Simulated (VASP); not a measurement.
# NaI: single point with LDA

The system is NaI.

```
Na I
1.0
     0.00000    3.23640    3.23640
     3.23640    0.00000    3.23640
     3.23640    3.23640    0.00000
Na I
1 1
Cartesian
  0.0000 0.0000 0.0000
  3.2364 3.2364 3.2364
```

| Quantity | Value |
| --- | --- |
| Program | VASP 6.6.1 |
| Task | single point |
| Functional | LDA |
| Potentials or basis | VASP PAW LDA potentials, release 64 (Na_pv, I) |
| Cutoff | 520 eV |
| k mesh | 6 × 6 × 6 |
| Occupations | gaussian, width 0.01 eV |
| Spin | no spin polarisation |
| Dipole correction | no |
| Further INCAR settings | ALGO = Normal; EDIFF = 1e-07; NBANDS = 14 |

```
Pressure               : -1.6 GPa
Band gap on the k mesh : 3.35 eV, direct
```

Levels at points of the mesh, in eV from the valence-band top:
| k point | band 4 | band 5 | band 6 | band 7 | band 8 | band 9 | band 10 | band 11 |
| --- | --- | --- | --- | --- | --- | --- | --- | --- |
| (0.00, 0.00, 0.00) | -11.08 | 0.00 | 0.00 | 0.00 | 3.35 | 7.80 | 7.80 | 7.80 |
| (0.50, 0.00, 0.00) | -10.77 | -2.25 | -0.29 | -0.29 | 4.86 | 7.28 | 7.28 | 8.47 |
| (0.50, 0.50, 0.00) | -10.69 | -1.96 | -0.76 | -0.76 | 4.26 | 5.37 | 9.61 | 11.02 |

It took 6.6 s on 1 thread of Intel(R) Xeon(R) 6975P-C (Granite Rapids), on a shared host, peak memory 0.17 GiB.

Caveat: spin-orbit coupling is left out, which moves the levels of the heavy elements. As with any semilocal functional, this LDA gap is likely too small.
